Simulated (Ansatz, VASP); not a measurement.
## Ag in VASP and in Ansatz

```
CELL_PARAMETERS angstrom
2.94010 0.00000 0.00000
-1.47005 2.54620 0.00000
0.00000 0.00000 4.76296
ATOMIC_POSITIONS crystal
Ag 0.19333 0.59667 0.14500
Ag 0.80667 0.40333 0.85500
```

Change from the starting cell: shortest bond scaled by 0.58, PAW files.

Alike in both runs: task electric field gradients; functional r2SCAN; k mesh 12 × 12 × 6; occupations fermi-dirac, width 0.05 eV; no spin polarisation.

|  | VASP | Ansatz |
| --- | --- | --- |
| version | VASP 6.6.1 | Ansatz 0.2.0 |
| potentials or method | VASP PAW PBE potentials, release 64 (Ag) | PAW with Ansatz's default frozen-core files, scalar-relativistic |
| plane-wave cutoff (eV) | 520 | 500 |
| valence electrons in the cell | 22 | 38 |

Ansatz gave:

- pressure (GPa): 157.0
- traceless stress, the component that is largest in VASP (GPa): 166.66
- rms of the force components (eV/Å): 33.130
- size of Vzz on the site where it differs most (V/Å²): 90.7

**Question.** What did VASP give for the same quantities?

**Answer.** Pressure (GPa): 107.9; traceless stress, the component that is largest in VASP (GPa): 104.81; rms of the force components (eV/Å): 21.726; size of Vzz on the site where it differs most (V/Å²): 58.8.

VASP's potentials were made for PBE, not for r2SCAN. Atom by atom the forces differ by 11.426 eV/Å (rms over components). The pressures are high and differ by over a tenth, so treat them with care. The functional is the same, so the differences come from potentials, cutoffs and numerics. VASP's potentials hold 22 valence electrons a cell and Ansatz's 38, so a difference there can come from the potentials and not from the codes.

Noted on VASP's run: the cell as given lies far from equilibrium.
